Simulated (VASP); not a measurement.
# C (Fd-3m) in VASP: further runs

C is run at these levels: LDA; tasks: single point, relaxation of cell and atoms.

Program: VASP 6.6.1. These are calculated values, not measurements. Logs are shortened: lines on timing, memory, paths and dates and some standing lists are left out, and cuts for length are marked.

### 1 The cell of the first run

Symmetry: Fd-3m, No. 227, cubic system. Conventional cell: a = 3.532 Å, b = 3.532 Å, c = 3.532 Å, α = 90.00°, β = 90.00°, γ = 90.00°. C (site symmetry -43m) has 4 C at 1.53 Å within 2.0 Å.

### 2 Single point, LDA

INCAR

```
ALGO = Normal
EDIFF = 1E-6
ENCUT = 600
GGA = CA
GGA_COMPAT = F
ISIF = 2
ISMEAR = 0
LASPH = T
LCHARG = F
LREAL = F
LWAVE = F
NBANDS = 11
NELM = 120
PREC = Accurate
SIGMA = 0.1
```

KPOINTS

```
k-points
0
Gamma
  10 10 10
```

POSCAR

```
C
1.0
    0.0000000000      1.7660493903      1.7660493903
    1.7660493903      0.0000000000      1.7660493903
    1.7660493903      1.7660493903      0.0000000000
C
2
Direct
    0.5000000000      0.5000000000      0.5000000000
    0.7500000000      0.7500000000      0.7500000000
```

Potentials or basis: VASP PAW LDA potentials, release 64 (C).

Command:

```console
cat potpaw_LDA.64/C/POTCAR > POTCAR
mpirun -np 1 vasp_std > vasp.out
```

OUTCAR:

```text
EDIFF = 1E-6
   ENCUT = 600
   GGA = CA
   ISIF = 2
   ISMEAR = 0
   LASPH = T
   LREAL = F
   NELM = 120
   PREC = Accurate

 ion  position               nearest neighbor table
   1  0.500  0.500  0.500-   2 1.53   2 1.53   2 1.53   2 1.53
   2  0.750  0.750  0.750-   1 1.53   1 1.53   1 1.53   1 1.53

  LATTYP: Found a face centered cubic cell.
 ALAT       =     3.5320987806

  Lattice vectors:

 A1 = (   0.0000000000,   1.7660493903,   1.7660493903)
 A2 = (   1.7660493903,   0.0000000000,   1.7660493903)
 A3 = (   1.7660493903,   1.7660493903,   0.0000000000)

Analysis of symmetry for initial positions (statically):
=====================================================================
 Subroutine PRICEL returns:
 Original cell was already a primitive cell.

 Routine SETGRP: Setting up the symmetry group for a
 face centered cubic supercell.

 Subroutine GETGRP returns: Found 48 space group operations
 (whereof 24 operations were pure point group operations)
 out of a pool of 48 trial point group operations.

The static configuration has the point symmetry T_d .
 The point group associated with its full space group is O_h .

Analysis of symmetry for dynamics (positions and initial velocities):
=====================================================================
 Subroutine PRICEL returns:
 Original cell was already a primitive cell.

 Routine SETGRP: Setting up the symmetry group for a
 face centered cubic supercell.

 Subroutine GETGRP returns: Found 48 space group operations
 (whereof 24 operations were pure point group operations)
 out of a pool of 48 trial point group operations.

The dynamic configuration has the point symmetry T_d .
 The point group associated with its full space group is O_h .

 Subroutine INISYM returns: Found 48 space group operations
 (whereof 24 operations are pure point group operations),
 and found     1 'primitive' translations

----------------------------------------------------------------------------------------

                                     Primitive cell

  volume of cell :      11.0164

  direct lattice vectors                    reciprocal lattice vectors
     0.000000000  1.766049390  1.766049390    -0.283117790  0.283117790  0.283117790
     1.766049390  0.000000000  1.766049390     0.283117790 -0.283117790  0.283117790
     1.766049390  1.766049390  0.000000000     0.283117790  0.283117790 -0.283117790

  length of vectors
     2.497571000  2.497571000  2.497571000     0.490374396  0.490374396  0.490374396

  position of ions in fractional coordinates (direct lattice)
     0.500000000  0.500000000  0.500000000
     0.750000000  0.750000000  0.750000000

  ion indices of the primitive-cell ions
   primitive index   ion index
                 1           1
                 2           2

----------------------------------------------------------------------------------------

 KPOINTS: k-points

Automatic generation of k-mesh.
 Grid dimensions read from file:
 generate k-points for:   10   10   10

 Generating k-lattice:

  Cartesian coordinates                     Fractional coordinates (reciprocal lattice)
    -0.028311779  0.028311779  0.028311779     0.100000000  0.000000000  0.000000000
     0.028311779 -0.028311779  0.028311779     0.000000000  0.100000000  0.000000000
     0.028311779  0.028311779 -0.028311779     0.000000000  0.000000000  0.100000000

  Length of vectors
     0.049037440  0.049037440  0.049037440

  Shift w.r.t. Gamma in fractional coordinates (k-lattice)
     0.000000000  0.000000000  0.000000000

 Subroutine IBZKPT returns following result:
 ===========================================

 Found     47 irreducible k-points:

 Following reciprocal coordinates:
            Coordinates               Weight
  0.000000  0.000000  0.000000      1.000000
  0.100000  0.000000  0.000000      8.000000
  0.200000  0.000000  0.000000      8.000000
  0.300000  0.000000  0.000000      8.000000
  0.400000  0.000000  0.000000      8.000000
  0.500000  0.000000  0.000000      4.000000
[... 16 lines left out ...]
  0.300000  0.300000  0.000000      6.000000
  0.400000  0.300000  0.000000     24.000000
 [... further k-points ...]
   k-points           NKPTS =     47   k-points in BZ     NKDIM =     47   number of bands    NBANDS=     11
   number of dos      NEDOS =    301   number of ions     NIONS =      2
   total plane-waves  NPLWV =   8000
   dimension x,y,z NGX =    20 NGY =   20 NGZ =   20
   dimension x,y,z NGXF=    40 NGYF=   40 NGZF=   40
   ions per type =               2
   NGX,Y,Z   is equivalent  to a cutoff of  13.31, 13.31, 13.31 a.u.
   NGXF,Y,Z  is equivalent  to a cutoff of  26.63, 26.63, 26.63 a.u.
 SYSTEM =  unknown system
   PREC   = accura    normal or accurate (medium, high low for compatibility)
   ISTART =      0    job   : 0-new  1-cont  2-samecut
   ICHARG =      2    charge: 1-file 2-atom 10-const
   ISPIN  =      1    spin polarized calculation?
   LNONCOLLINEAR =      F non collinear calculations
   LSORBIT =      F    spin-orbit coupling
   LASPH  =      T    aspherical Exc in radial PAW
   ENCUT  =  600.0 eV  44.10 Ry    6.64 a.u.   4.99  4.99  4.99*2*pi/ulx,y,z
   NELM   =    120;   NELMIN=  2; NELMDL= -5     # of ELM steps
   EDIFF  = 0.1E-05   stopping-criterion for ELM
   LREAL  =      F    real-space projection
   EDIFFG = 0.1E-04   stopping-criterion for IOM
   NSW    =      0    number of steps for IOM
   IBRION =     -1    ionic relax: 0-MD 1-quasi-New 2-CG
   NFREE  =      0    steps in history (QN), initial steepest desc. (CG)
   ISIF   =      2    stress and relaxation
   ISYM   =      2    0-nonsym 1-usesym 2-fastsym
   POTIM  = 0.5000    time-step for ionic-motion
   TEBEG  =    0.0;   TEEND  =   0.0 temperature during run
   PSTRESS=    0.0 pullay stress
   NELECT =       8.0000    total number of electrons
   NUPDOWN=      -1.0000    fix difference up-down
   EMIN   =  10.00;   EMAX   =-10.00  energy-range for DOS
   EFERMI =   0.00;   METHOD = LEGACY
   ISMEAR =     0;   SIGMA  =   0.10  broadening in eV -4-tet -1-fermi 0-gaus
   EFERMI_NEDOS =   21; number of points for ismear=-14 and -15
   IALGO  =     38    algorithm
   IMIX   =      4    mixing-type and parameters
     AMIX     =   0.40;   BMIX     =  1.00
     AMIX_MAG =   1.60;   BMIX_MAG =  1.00
  volume/ion in A,a.u.               =       5.51        37.17
  Fermi-wavevector in a.u.,A,eV,Ry     =   1.471495  2.780721 29.460642  2.165296
  Thomas-Fermi vector in A             =   2.586624
   LORBIT       =      0    0 simple, 1 ext, 2 COOP (PROOUT), +10 PAW based schemes
   GGA     = CA    functional components
   LHFCALC =     F    Hartree Fock is set to
   AEXX    =    0.0000 exact exchange contribution
   IVDW    =     0    specifies the selected vdW correction
   LEPSILON=     F    determine dielectric tensor
   LRPA    =     F    only Hartree local field effects (RPA)
 non-spin polarized calculation
 Gauss-broadening in eV      SIGMA  =   0.10
  energy-cutoff  :      600.00
  volume of cell :       11.02
 maximum number of plane-waves:       377
   NGX =  9   NGY =  9   NGZ =  9

 number of electron       7.9999998 magnetization

 Free energy of the ion-electron system (eV)
  ---------------------------------------------------
  ext. energy  EPLUGINS =         0.00000000
  ---------------------------------------------------
  free energy    TOTEN  =       -20.25196549 eV

  energy without entropy =      -20.25196549  energy(sigma->0) =      -20.25196549

 E-fermi :  10.7408     XC(G=0): -13.6417

 val. band max:       10.1550781548   @ k =   0.0000   0.0000   0.0000
 cond. band min:      14.3582799232   @ k =   0.4000   0.4000   0.0000
 fundamental gap:      4.2032017685
 Fermi energy:        10.7407736665

 k-point     1 :       0.0000    0.0000    0.0000
  band No.  band energies     occupation
      1     -11.5568      2.00000
      2      10.1551      2.00000
      3      10.1551      2.00000
      4      10.1551      2.00000
      5      15.7804      0.00000
      6      15.7804      0.00000
      7      15.7804      0.00000
      8      24.3856      0.00000
      9      29.5479      0.00000
     10      37.1165      0.00000
     11      37.1165      0.00000

 k-point     2 :       0.1000    0.0000    0.0000
  band No.  band energies     occupation
      1     -11.2750      2.00000
      2       8.4591      2.00000
      3       9.6953      2.00000
      4       9.6953      2.00000
      5      16.3824      0.00000
      6      16.3824      0.00000
      7      16.7782      0.00000
      8      24.5406      0.00000
      9      29.9809      0.00000
     10      34.3744      0.00000
     11      34.3744      0.00000

 k-point     3 :       0.2000    0.0000    0.0000
  band No.  band energies     occupation
      1     -10.4335      2.00000
      2       5.2154      2.00000
      3       8.7971      2.00000
      4       8.7971      2.00000
      5      17.5343      0.00000
      6      17.5343      0.00000
      7      18.1280      0.00000
      8      24.9615      0.00000
      9      30.7308      0.00000
     10      32.8163      0.00000
     11      32.8163      0.00000
[... 267 lines left out ...]
 k-point    23 :       0.3000    0.3000    0.0000
  band No.  band energies     occupation
      1      -8.2213      2.00000
      2       4.1447      2.00000
      3       5.1330      2.00000
      4       5.1330      2.00000
      5      14.4359      0.00000
      6      18.8831      0.00000
      7      23.4415      0.00000
      8      23.4415      0.00000
      9      31.4949      0.00000
     10      33.0601      0.00000
     11      41.4122      0.00000

 k-point    24 :       0.4000    0.3000    0.0000
  band No.  band energies     occupation
      1      -6.8739      2.00000
      2       2.1294      2.00000
      3       4.0184      2.00000
      4       4.6512      2.00000
      5      14.9941      0.00000
      6      18.2022      0.00000
      7      24.4422      0.00000
      8      24.5492      0.00000
      9      32.3011      0.00000
     10      33.1376      0.00000
     11      41.2922      0.00000

 [... further k-points ...]

------------------------ aborting loop because EDIFF is reached ----------------------------------------

  FORCE on cell =-STRESS in cart. coord.  units (eV):
  Direction    XX          YY          ZZ          XY          YZ          ZX
  --------------------------------------------------------------------------------------
  -------------------------------------------------------------------------------------
  Total        0.0476353      0.0476353      0.0476353      0.0000000      0.0000000      0.0000000
  in kB        6.9278831      6.9278831      6.9278831      0.0000000      0.0000000      0.0000000
  external PRESSURE =       6.9278831 kB  Pullay stress =       0.0000000 kB

 VOLUME and BASIS-vectors are now :
 -----------------------------------------------------------------------------
  energy-cutoff  :      600.00
  volume of cell :       11.02
      direct lattice vectors                 reciprocal lattice vectors
     0.000000000  1.766049390  1.766049390    -0.283117790  0.283117790  0.283117790
     1.766049390  0.000000000  1.766049390     0.283117790 -0.283117790  0.283117790
     1.766049390  1.766049390  0.000000000     0.283117790  0.283117790 -0.283117790

 POSITION                                       TOTAL-FORCE (eV/Angst)
 -----------------------------------------------------------------------------------
      1.76605      1.76605      1.76605         0.000000      0.000000      0.000000
      2.64907      2.64907      2.64907        -0.000000     -0.000000     -0.000000
 -----------------------------------------------------------------------------------
    total drift:                                0.000000     -0.000000      0.000000

  FREE ENERGIE OF THE ION-ELECTRON SYSTEM (eV)
  ---------------------------------------------------
  free  energy   TOTEN  =       -20.2519654910 eV

  energy  without entropy=      -20.2519654910  energy(sigma->0) =      -20.25196549
```

It took 7.4 s on 1 thread of Intel Xeon 8259CL, shared host; peak memory 0.11 GiB.

Results:

| Quantity | Value |
| --- | --- |
| Free energy | -20.2520 eV |
| Pressure | 0.7 GPa |
| Band gap on the k mesh | 4.20 eV (least direct gap 5.63 eV) |

### 3 Single point, LDA

INCAR

```
SYSTEM = C
PREC     = Accurate       ! precision mode
ENCUT    = 600            ! plane-wave cutoff, eV
EDIFF    = 1E-6           ! SCF threshold, eV
ISMEAR   = 0              ! smearing method
SIGMA    = 0.02           ! smearing width, eV
LREAL    = .False.        ! projectors in reciprocal space
LASPH    = .True.         ! aspherical terms in the spheres
NELM     = 120            ! most SCF steps
ALGO     = Normal         ! electronic algorithm
ISIF     = 2              ! what is computed and relaxed
LWAVE    = .False.        ! write WAVECAR
LCHARG   = .False.        ! write CHGCAR
NBANDS   = 11             ! bands
GGA_COMPAT= .False.
```

KPOINTS

```
regular mesh
0
Gamma
  12 12 12
  0 0 0
```

POSCAR

```
C
1.0
    0.0000000000      1.7658687229      1.7658687229
    1.7658687229      0.0000000000      1.7658687229
    1.7658687229      1.7658687229      0.0000000000
C
2
Direct
    0.5000000000      0.5000000000      0.5000000000
    0.7500000000      0.7500000000      0.7500000000
```

Potentials or basis: VASP PAW LDA potentials, release 64 (C).

Command:

```console
cat potpaw_LDA.64/C/POTCAR > POTCAR
mpirun -np 1 vasp_std > vasp.out
```

It took 11 s on 1 thread of Intel Xeon 8259CL, shared host; peak memory 0.11 GiB.

Results (log left out):

- Free energy: -20.2521 eV
- Pressure: 0.8 GPa
- Band gap on the k mesh: 4.20 eV (least direct gap 5.63 eV)

Levels at points of the mesh, in eV from the valence-band top:
```
           k point  band 2  band 3  band 4  band 5  band 6  band 7
(0.00, 0.00, 0.00)    0.00    0.00    0.00    5.63    5.63    5.63
(0.50, 0.00, 0.00)  -13.69   -2.87   -2.87    8.51    8.51    9.42
(0.50, 0.50, 0.00)  -12.82   -6.47   -6.47    4.77    4.77   17.08
```

### 4 Relaxation of cell and atoms, LDA

INCAR

```
SYSTEM = C
PREC = Accurate
ENCUT = 600
EDIFF = 1E-7
ISMEAR = 0
SIGMA = 0.02
LREAL = .FALSE.
LASPH = .TRUE.
NELM = 120
ALGO = Normal
ISIF = 3
LWAVE = .FALSE.
LCHARG = .FALSE.
IBRION = 2
NSW = 100
EDIFFG = -0.002
GGA_COMPAT = .FALSE.
NELMIN = 4
```

KPOINTS

```
Automatic mesh
0
G
  12 12 12
  0 0 0
```

POSCAR

```
C
1.0
    0.0000000000      1.7660493903      1.7660493903
    1.7660493903      0.0000000000      1.7660493903
    1.7660493903      1.7660493903      0.0000000000
C
2
Direct
    0.5000000000      0.5000000000      0.5000000000
    0.7500000000      0.7500000000      0.7500000000
```

Command:

```console
cat potpaw_LDA.64/C/POTCAR > POTCAR
mpirun -np 1 vasp_std > vasp.out
```

Wall time 14 s (1 thread of Intel Xeon 8259CL, shared host); peak memory 0.11 GiB.

The run converged. Its results:

| Item | Value |
| --- | --- |
| Free energy | -20.2521 eV |
| Relaxed volume | 5.52 Å³/atom |
| Relaxed cell | a = 2.499 Å, b = 2.499 Å, c = 2.499 Å, α = 60.00°, β = 60.00°, γ = 60.00° |
| Space group after relaxing (to 0.1 Å) | Fd-3m (No. 227) |
| Energy gained by relaxing | 0.0 meV/atom |
| Ionic steps | 3 |
| Pressure after relaxing | 0.0 GPa |
| Band gap on the k mesh | 4.19 eV (least direct gap 5.62 eV) |

Final structure:
```
CELL_PARAMETERS angstrom
0.00000 1.76692 1.76692
1.76692 0.00000 1.76692
1.76692 1.76692 0.00000
ATOMIC_POSITIONS crystal
C 0.50000 0.50000 0.50000
C 0.75000 0.75000 0.75000
```

Levels at points of the mesh, in eV from the valence-band top:
```csv
k point,band 1,band 2,band 3,band 4,band 5,band 6,band 7,band 8
"(0.00, 0.00, 0.00)",-21.69,0.00,0.00,0.00,5.62,5.62,5.62,14.20
"(0.50, 0.00, 0.00)",-15.69,-13.67,-2.86,-2.86,8.50,8.50,9.40,15.66
"(0.50, 0.50, 0.00)",-12.81,-12.81,-6.46,-6.46,4.77,4.77,17.05,17.05
```

A k mesh can miss the band edges.

### 5 The runs side by side

```tsv
task	cell	k mesh	smearing	gap on the mesh (eV)	pressure (GPa)
single point	a = 2.498 Å, angles 60.0°, 2 atoms	10 × 10 × 10	gaussian 0.1 eV	4.20	0.7
single point	a = 2.497 Å, angles 60.0°, 2 atoms	12 × 12 × 12	gaussian 0.02 eV	4.20	0.8
relaxation of cell and atoms	relaxed from a = 2.498 Å, angles 60.0°, 2 atoms	12 × 12 × 12	gaussian 0.02 eV	4.19	0.0
```

Alike in all rows: level LDA; potentials or basis VASP PAW LDA potentials, release 64 (C); no spin polarisation; cutoff (eV) 600.

Absolute energies hang on the potentials; compare differences alone.
